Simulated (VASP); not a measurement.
**Tl: single point with LDA**

Crystal: Tl.

```
Tl
1.0
     3.40140    0.00000    0.00000
    -1.70070    2.94570    0.00000
     0.00000    0.00000    5.44300
Tl
2
Cartesian
  0.0000 1.9638 1.3608
  1.7007 0.9819 4.0823
```

- Program: VASP 6.6.1
- Task: single point
- Functional: LDA
- Potentials or basis: VASP PAW LDA potentials, release 64 (Tl_d)
- Cutoff: 520 eV
- k mesh: 17 × 17 × 10
- Occupations: fermi-dirac, width 0.1 eV
- Spin: no spin polarisation

```
Pressure               : 0.1 GPa
Band gap on the k mesh : zero (band 13 reaches 10.47 eV, above the bottom of band 14 at 4.42 eV)
```

Stress tensor (GPa, compression positive):
```
 0.17  0.00  0.00
 0.00  0.17  0.00
 0.00  0.00 -0.06
```

Levels at points of the mesh, in eV from the Fermi level:
```csv
k point,band 10,band 11,band 12,band 13,band 14,band 15,band 16,band 17
"(0.00, 0.00, 0.00)",-11.06,-10.41,-5.12,-3.07,8.24,8.24,10.43,10.43
"(0.00, 0.00, 0.50)",-11.19,-8.90,-8.90,3.48,3.48,9.25,9.25,9.25
```

It took 2 min on 1 thread of AMD EPYC 9R45 (Zen 5), on a shared host, peak memory 0.25 GiB.

Caveat: spin-orbit coupling is left out, which moves the levels of the heavy elements.
